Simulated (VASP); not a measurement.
# PbSe (I4/mmm) in VASP: a series of runs

Runs on PbSe. Level: PBE+D3(BJ). Tasks: single point.

Program: VASP 6.6.1. These are calculated values, not measurements. Logs are shortened: lines on timing, memory, paths and dates and some standing lists are left out, and cuts for length are marked.

### Step 1. The cell of the first run

It takes space group I4/mmm (No. 139, tetragonal). Conventional cell: a = 4.208 Å, b = 4.208 Å, c = 6.048 Å, α = 90.00°, β = 90.00°, γ = 90.00°. Within 3.9 Å of Pb (site symmetry 4/mmm) lie 6 Se at 2.98 to 3.02 Å. Within 3.9 Å of Se (site symmetry 4/mmm) lie 6 Pb at 2.98 to 3.02 Å.

### Step 2. Single point, PBE+D3(BJ) (26.78 Å³/atom)

Contents of INCAR:

```
SYSTEM = PbSe
PREC = Accurate
ENCUT = 520
EDIFF = 1E-6
ISMEAR = 0
SIGMA = 0.03
LREAL = .False.
LASPH = .True.
NELM = 80
ALGO = Normal
ISIF = 2
LWAVE = .False.
LCHARG = .True.
GGA = PE
IVDW = 12
LELF = .True.
LVHAR = .True.
NBANDS = 17
```

Contents of KPOINTS:

```
regular mesh
0
Gamma
  10 10 10
  0 0 0
```

Contents of POSCAR:

```
PbSe
1.0
    0.0000000000      2.9756608399      3.0238665455
    2.9756608399      0.0000000000      3.0238665455
    2.9756608399      2.9756608399      0.0000000000
Pb Se
1 1
Direct
    0.0000000000      0.0000000000      0.0000000000
    0.5000000000      0.5000000000      0.5000000000
```

Potentials or basis: VASP PAW PBE potentials, release 64 (Pb_d, Se).

Launch:

```console
$ cat potpaw_PBE.64/Pb_d/POTCAR potpaw_PBE.64/Se/POTCAR > POTCAR
$ mpirun -np 1 vasp_std > vasp.out
```

OUTCAR:

```text
SYSTEM = PbSe
   PREC = Accurate
   ENCUT = 520
   EDIFF = 1E-6
   ISMEAR = 0
   LREAL = .False.
   LASPH = .True.
   NELM = 80
   ISIF = 2
   GGA = PE
   IVDW = 12
 IVDW          = 12

 ion  position               nearest neighbor table
   1  0.000  0.000  0.000-   2 2.98   2 2.98   2 2.98   2 2.98   2 3.02   2 3.02
   2  0.500  0.500  0.500-   1 2.98   1 2.98   1 2.98   1 2.98   1 3.02   1 3.02

  LATTYP: Found a body centered tetragonal cell.
 ALAT       =     4.2082199168
 C/A-ratio  =     1.4371238221

  Lattice vectors:

 A1 = (  -2.9756608399,   0.0000000000,   3.0238665455)
 A2 = (   2.9756608399,   0.0000000000,   3.0238665455)
 A3 = (   0.0000000000,   2.9756608399,  -3.0238665455)

Analysis of symmetry for initial positions (statically):
=====================================================================
 Subroutine PRICEL returns:
 Original cell was already a primitive cell.

 Routine SETGRP: Setting up the symmetry group for a
 body centered tetragonal supercell.

 Subroutine GETGRP returns: Found 16 space group operations
 (whereof 16 operations were pure point group operations)
 out of a pool of 16 trial point group operations.

The static configuration has the point symmetry D_4h.

Analysis of symmetry for dynamics (positions and initial velocities):
=====================================================================
 Subroutine PRICEL returns:
 Original cell was already a primitive cell.

 Routine SETGRP: Setting up the symmetry group for a
 body centered tetragonal supercell.

 Subroutine GETGRP returns: Found 16 space group operations
 (whereof 16 operations were pure point group operations)
 out of a pool of 16 trial point group operations.

The dynamic configuration has the point symmetry D_4h.

 Subroutine INISYM returns: Found 16 space group operations
 (whereof 16 operations are pure point group operations),
 and found     1 'primitive' translations

----------------------------------------------------------------------------------------

                                     Primitive cell

  volume of cell :      53.5500

  direct lattice vectors                    reciprocal lattice vectors
     0.000000000  2.975660840  3.023866545    -0.168029902  0.168029902  0.165351213
     2.975660840  0.000000000  3.023866545     0.168029902 -0.168029902  0.165351213
     2.975660840  2.975660840  0.000000000     0.168029902  0.168029902 -0.165351213

  length of vectors
     4.242443437  4.242443437  4.208219917     0.289498048  0.289498048  0.289498048

  position of ions in fractional coordinates (direct lattice)
     0.000000000  0.000000000  0.000000000
     0.500000000  0.500000000  0.500000000

  ion indices of the primitive-cell ions
   primitive index   ion index
                 1           1
                 2           2

----------------------------------------------------------------------------------------

 KPOINTS: regular mesh

Automatic generation of k-mesh.
 Grid dimensions read from file:
 generate k-points for:   10   10   10

 Generating k-lattice:

  Cartesian coordinates                     Fractional coordinates (reciprocal lattice)
    -0.016802990  0.016802990  0.016535121     0.100000000  0.000000000  0.000000000
     0.016802990 -0.016802990  0.016535121     0.000000000  0.100000000  0.000000000
     0.016802990  0.016802990 -0.016535121     0.000000000  0.000000000  0.100000000

  Length of vectors
     0.028949805  0.028949805  0.028949805

  Shift w.r.t. Gamma in fractional coordinates (k-lattice)
     0.000000000  0.000000000  0.000000000

 Subroutine IBZKPT returns following result:
 ===========================================

 Found    102 irreducible k-points:

 Following reciprocal coordinates:
            Coordinates               Weight
  0.000000  0.000000  0.000000      1.000000
  0.100000  0.000000  0.000000      8.000000
  0.200000  0.000000  0.000000      8.000000
  0.300000  0.000000  0.000000      8.000000
  0.400000 -0.000000  0.000000      8.000000
  0.500000  0.000000  0.000000      4.000000
[... 16 lines left out ...]
  0.300000  0.300000  0.000000      2.000000
  0.400000  0.300000  0.000000      8.000000
 [... further k-points ...]
   k-points           NKPTS =    102   k-points in BZ     NKDIM =    102   number of bands    NBANDS=     17
   number of dos      NEDOS =    301   number of ions     NIONS =      2
   total plane-waves  NPLWV =  32768
   dimension x,y,z NGX =    32 NGY =   32 NGZ =   32
   dimension x,y,z NGXF=    64 NGYF=   64 NGZF=   64
   ions per type =               1   1
   NGX,Y,Z   is equivalent  to a cutoff of  12.54, 12.54, 12.64 a.u.
   NGXF,Y,Z  is equivalent  to a cutoff of  25.08, 25.08, 25.28 a.u.
 SYSTEM =  PbSe
   PREC   = accura    normal or accurate (medium, high low for compatibility)
   ISTART =      0    job   : 0-new  1-cont  2-samecut
   ICHARG =      2    charge: 1-file 2-atom 10-const
   ISPIN  =      1    spin polarized calculation?
   LNONCOLLINEAR =      F non collinear calculations
   LSORBIT =      F    spin-orbit coupling
   LASPH  =      T    aspherical Exc in radial PAW
   ENCUT  =  520.0 eV  38.22 Ry    6.18 a.u.   7.89  7.89  7.82*2*pi/ulx,y,z
   NELM   =     80;   NELMIN=  2; NELMDL= -5     # of ELM steps
   EDIFF  = 0.1E-05   stopping-criterion for ELM
   LREAL  =      F    real-space projection
   EDIFFG = 0.1E-04   stopping-criterion for IOM
   NSW    =      0    number of steps for IOM
   IBRION =     -1    ionic relax: 0-MD 1-quasi-New 2-CG
   NFREE  =      0    steps in history (QN), initial steepest desc. (CG)
   ISIF   =      2    stress and relaxation
   ISYM   =      2    0-nonsym 1-usesym 2-fastsym
   POTIM  = 0.5000    time-step for ionic-motion
   TEBEG  =    0.0;   TEEND  =   0.0 temperature during run
   PSTRESS=    0.0 pullay stress
   NELECT =      20.0000    total number of electrons
   NUPDOWN=      -1.0000    fix difference up-down
   EMIN   =  10.00;   EMAX   =-10.00  energy-range for DOS
   EFERMI =   0.00;   METHOD = LEGACY
   ISMEAR =     0;   SIGMA  =   0.03  broadening in eV -4-tet -1-fermi 0-gaus
   EFERMI_NEDOS =   21; number of points for ismear=-14 and -15
   IALGO  =     38    algorithm
   IMIX   =      4    mixing-type and parameters
     AMIX     =   0.40;   BMIX     =  1.00
     AMIX_MAG =   1.60;   BMIX_MAG =  1.00
  volume/ion in A,a.u.               =      26.78       180.69
  Fermi-wavevector in a.u.,A,eV,Ry     =   1.178958  2.227908 18.911309  1.389942
  Thomas-Fermi vector in A             =   2.315278
   LORBIT       =      0    0 simple, 1 ext, 2 COOP (PROOUT), +10 PAW based schemes
   GGA     = PE    functional components
   LHFCALC =     F    Hartree Fock is set to
   AEXX    =    0.0000 exact exchange contribution
   IVDW    =    12    specifies the selected vdW correction
   LEPSILON=     F    determine dielectric tensor
   LRPA    =     F    only Hartree local field effects (RPA)
 non-spin polarized calculation
 Gauss-broadening in eV      SIGMA  =   0.03
  energy-cutoff  :      520.00
  volume of cell :       53.55
 maximum number of plane-waves:      1456
   NGX = 15   NGY = 15   NGZ = 15

 number of electron      20.0000002 magnetization

 Free energy of the ion-electron system (eV)
  ---------------------------------------------------
  ext. energy  EPLUGINS =         0.00000000
  ---------------------------------------------------
  free energy    TOTEN  =        -8.06369677 eV

  energy without entropy =       -8.06359257  energy(sigma->0) =       -8.06364467

 E-fermi :   6.0448     XC(G=0):  -9.8499

 val. band max:        6.0293963965   @ k =   0.5000   0.0000   0.0000
 cond. band min:       6.0601074998   @ k =   0.5000   0.0000   0.0000
 fundamental gap:      0.0307111033
 Fermi energy:         6.0447519484

 k-point     1 :       0.0000    0.0000    0.0000
  band No.  band energies     occupation
      1     -11.0224      2.00000
      2     -11.0187      2.00000
      3     -11.0187      2.00000
      4     -11.0162      2.00000
      5     -11.0136      2.00000
      6      -8.2569      2.00000
[... 9 lines left out ...]
     16      12.3404      0.00000
     17      13.8917      0.00000

 k-point     2 :       0.1000    0.0000    0.0000
  band No.  band energies     occupation
      1     -11.0248      2.00000
      2     -11.0186      2.00000
      3     -11.0179      2.00000
      4     -11.0133      2.00000
      5     -11.0129      2.00000
      6      -8.1710      2.00000
[... 9 lines left out ...]
     16      12.5835      0.00000
     17      14.8138      0.00000

 k-point     3 :       0.2000    0.0000    0.0000
  band No.  band energies     occupation
      1     -11.0325      2.00000
      2     -11.0268      2.00000
      3     -11.0169      2.00000
      4     -11.0037      2.00000
      5     -11.0020      2.00000
      6      -7.9249      2.00000
[... 9 lines left out ...]
     16      13.1707      0.00000
     17      16.4540      0.00000

 k-point     4 :       0.3000    0.0000    0.0000
  band No.  band energies     occupation
      1     -11.0423      2.00000
      2     -11.0377      2.00000
      3     -11.0163      2.00000
      4     -10.9911      2.00000
      5     -10.9880      2.00000
      6      -7.5622      2.00000
[... 9 lines left out ...]
     16      14.0737      0.00000
     17      18.0554      0.00000

 k-point     5 :       0.4000   -0.0000    0.0000
  band No.  band energies     occupation
      1     -11.0502      2.00000
      2     -11.0465      2.00000
      3     -11.0161      2.00000
      4     -10.9809      2.00000
      5     -10.9765      2.00000
      6      -7.1912      2.00000
[... 9 lines left out ...]
     16      15.2406      0.00000
     17      17.3628      0.00000

 k-point     6 :       0.5000    0.0000    0.0000
  band No.  band energies     occupation
      1     -11.0532      2.00000
      2     -11.0499      2.00000
      3     -11.0160      2.00000
      4     -10.9770      2.00000
      5     -10.9721      2.00000
      6      -7.0187      2.00000
[... 9 lines left out ...]
     16      16.0783      0.00000
     17      16.3052      0.00000

 k-point     7 :       0.1000    0.1000    0.0000
  band No.  band energies     occupation
      1     -11.0321      2.00000
      2     -11.0184      2.00000
      3     -11.0136      2.00000
      4     -11.0136      2.00000
      5     -11.0114      2.00000
      6      -8.1433      2.00000
[... 9 lines left out ...]
     16      13.0810      0.00000
     17      14.9137      0.00000

 k-point     8 :       0.2000    0.1000    0.0000
  band No.  band energies     occupation
      1     -11.0439      2.00000
      2     -11.0187      2.00000
      3     -11.0167      2.00000
      4     -11.0071      2.00000
      5     -11.0019      2.00000
      6      -7.9497      2.00000
[... 9 lines left out ...]
     16      13.7242      0.00000
     17      15.9887      0.00000
[... 203 lines left out ...]
      1     -11.1010      2.00000
      2     -11.0282      2.00000
      3     -11.0113      2.00000
      4     -10.9872      2.00000
      5     -10.9732      2.00000
      6      -6.8863      2.00000
[... 9 lines left out ...]
     16      16.4014      0.00000
     17      16.9019      0.00000

 k-point    20 :      -0.4000    0.2000    0.0000
  band No.  band energies     occupation
      1     -11.0892      2.00000
      2     -11.0358      2.00000
      3     -11.0058      2.00000
      4     -10.9870      2.00000
      5     -10.9777      2.00000
      6      -6.8313      2.00000
[... 9 lines left out ...]
     16      15.1797      0.00000
     17      17.6348      0.00000

 k-point    21 :      -0.3000    0.2000    0.0000
  band No.  band energies     occupation
      1     -11.0697      2.00000
      2     -11.0390      2.00000
      3     -11.0085      2.00000
      4     -10.9875      2.00000
      5     -10.9842      2.00000
      6      -7.0620      2.00000
[... 9 lines left out ...]
     16      15.7571      0.00000
     17      16.7020      0.00000

 k-point    22 :      -0.2000    0.2000    0.0000
  band No.  band energies     occupation
      1     -11.0492      2.00000
      2     -11.0377      2.00000
      3     -11.0144      2.00000
      4     -10.9978      2.00000
      5     -10.9841      2.00000
      6      -7.4187      2.00000
[... 9 lines left out ...]
     16      15.4085      0.00000
     17      16.1013      0.00000

 k-point    23 :       0.3000    0.3000    0.0000
  band No.  band energies     occupation
      1     -11.1230      2.00000
      2     -11.0314      2.00000
      3     -10.9985      2.00000
      4     -10.9824      2.00000
      5     -10.9824      2.00000
      6      -7.3080      2.00000
[... 9 lines left out ...]
     16      16.2985      0.00000
     17      16.4963      0.00000

 k-point    24 :       0.4000    0.3000    0.0000
  band No.  band energies     occupation
      1     -11.1455      2.00000
      2     -11.0311      2.00000
      3     -11.0009      2.00000
      4     -10.9766      2.00000
      5     -10.9731      2.00000
      6      -7.0165      2.00000
[... 9 lines left out ...]
     16      16.8070      0.00000
     17      17.5056      0.00000

 [... further k-points ...]

------------------------ aborting loop because EDIFF is reached ----------------------------------------

 Edisp (eV)   -0.79003

 E8    (eV) :    -0.3683

  FORCE on cell =-STRESS in cart. coord.  units (eV):
  Direction    XX          YY          ZZ          XY          YZ          ZX
  --------------------------------------------------------------------------------------
  -------------------------------------------------------------------------------------
  Total       1.82455     1.82455     0.91715     0.00000    -0.00000     0.00000
  in kB      54.58925    54.58925    27.44045     0.00000    -0.00000     0.00000
  external pressure =       45.54 kB  Pullay stress =        0.00 kB

 VOLUME and BASIS-vectors are now :
 -----------------------------------------------------------------------------
  energy-cutoff  :      520.00
  volume of cell :       53.55
      direct lattice vectors                 reciprocal lattice vectors
     0.000000000  2.975660840  3.023866545    -0.168029902  0.168029902  0.165351213
     2.975660840  0.000000000  3.023866545     0.168029902 -0.168029902  0.165351213
     2.975660840  2.975660840  0.000000000     0.168029902  0.168029902 -0.165351213

 POSITION                                       TOTAL-FORCE (eV/Angst)
 -----------------------------------------------------------------------------------
      0.00000      0.00000      0.00000         0.000000     -0.000000      0.000000
      2.97566      2.97566      3.02387        -0.000000      0.000000     -0.000000
 -----------------------------------------------------------------------------------
    total drift:                                0.000000     -0.000000     -0.000000

  FREE ENERGIE OF THE ION-ELECTRON SYSTEM (eV)
  ---------------------------------------------------
  free  energy   TOTEN  =        -8.8537246324 eV

  energy  without entropy=       -8.8536204356  energy(sigma->0) =       -8.85367253
```

Wall time 24 s (1 thread of Intel Xeon 6975P-C (Granite Rapids), shared host); peak memory 0.24 GiB.

What came out:

- Free energy: -8.8537 eV
- Pressure: 4.6 GPa
- Band gap on the k mesh: 0.03 eV
- Dispersion energy per atom: -0.395 eV

Caveat: the cell stands under pressure; spin-orbit coupling is left out, which moves the levels of the heavy elements. A k mesh can miss the band edges.

### Step 3. Single point, PBE+D3(BJ) (26.77 Å³/atom)

Contents of INCAR:

```
SYSTEM = PbSe
PREC = Accurate ; ENCUT = 520
EDIFF = 1E-6 ; ISMEAR = 0
SIGMA = 0.03 ; LREAL = .FALSE.
LASPH = .TRUE. ; NELM = 80
ALGO = Normal ; ISIF = 2
LWAVE = .FALSE. ; LCHARG = .TRUE.
GGA = PE ; IVDW = 12
LELF = .TRUE. ; LVHAR = .TRUE.
NBANDS = 17
```

Contents of KPOINTS:

```
regular mesh
0
G
  10 10 10
  0 0 0
```

Contents of POSCAR:

```
PbSe
1.0
    0.0000000000      2.9440370343      3.0891780601
    2.9440370343      0.0000000000      3.0891780601
    2.9440370343      2.9440370343      0.0000000000
Pb Se
1 1
Direct
    0.0000000000      0.0000000000      0.0000000000
    0.5000000000      0.5000000000      0.5000000000
```

Potentials or basis: VASP PAW PBE potentials, release 64 (Pb_d, Se).

Launch:

```console
$ cat potpaw_PBE.64/Pb_d/POTCAR potpaw_PBE.64/Se/POTCAR > POTCAR
$ mpirun -np 1 vasp_std > vasp.out
```

OUTCAR:

```text
SYSTEM = PbSe
   PREC = Accurate
   ENCUT = 520
   EDIFF = 1E-6
   ISMEAR = 0
   LREAL = .FALSE.
   LASPH = .TRUE.
   NELM = 80
   ISIF = 2
   GGA = PE
   IVDW = 12
 IVDW          = 12

 ion  position               nearest neighbor table
   1  0.000  0.000  0.000-   2 2.94   2 2.94   2 2.94   2 2.94   2 3.09   2 3.09
   2  0.500  0.500  0.500-   1 2.94   1 2.94   1 2.94   1 2.94   1 3.09   1 3.09

  LATTYP: Found a body centered tetragonal cell.
 ALAT       =     4.1634971020
 C/A-ratio  =     1.4839342910

  Lattice vectors:

 A1 = (  -2.9440370343,   0.0000000000,   3.0891780601)
[... 667 lines left out ...]

 Edisp (eV)   -0.78997

 E8    (eV) :    -0.3682

  FORCE on cell =-STRESS in cart. coord.  units (eV):
  Direction    XX          YY          ZZ          XY          YZ          ZX
  --------------------------------------------------------------------------------------
  -------------------------------------------------------------------------------------
  Total       2.48035     2.48035    -0.08262     0.00000    -0.00000     0.00000
  in kB      74.21037    74.21037    -2.47202     0.00000    -0.00000     0.00000
  external pressure =       48.65 kB  Pullay stress =        0.00 kB

 VOLUME and BASIS-vectors are now :
 -----------------------------------------------------------------------------
  energy-cutoff  :      520.00
  volume of cell :       53.55
      direct lattice vectors                 reciprocal lattice vectors
     0.000000000  2.944037034  3.089178060    -0.169834820  0.169834820  0.161855351
     2.944037034  0.000000000  3.089178060     0.169834820 -0.169834820  0.161855351
     2.944037034  2.944037034  0.000000000     0.169834820  0.169834820 -0.161855351

 POSITION                                       TOTAL-FORCE (eV/Angst)
 -----------------------------------------------------------------------------------
      0.00000      0.00000      0.00000        -0.000000     -0.000000      0.000000
      2.94404      2.94404      3.08918         0.000000      0.000000     -0.000000
 -----------------------------------------------------------------------------------
    total drift:                                0.000000     -0.000000     -0.000000

  FREE ENERGIE OF THE ION-ELECTRON SYSTEM (eV)
  ---------------------------------------------------
  free  energy   TOTEN  =        -8.8162862216 eV

  energy  without entropy=       -8.8161850741  energy(sigma->0) =       -8.81623565
```

Run time: 25 s. Hardware: 1 thread of Intel Xeon 6975P-C (Granite Rapids), shared host; peak memory 0.25 GiB.

What came out:

```
Free energy                : -8.8163 eV
Pressure                   : 4.9 GPa
Band gap on the k mesh     : 0.03 eV
Dispersion energy per atom : -0.395 eV
```

Caveat: the stress differs along the axes, from -0 to 7 GPa; spin-orbit coupling is left out, which moves the levels of the heavy elements. A k mesh can miss the band edges.

(Continued in part 2 of 2.)
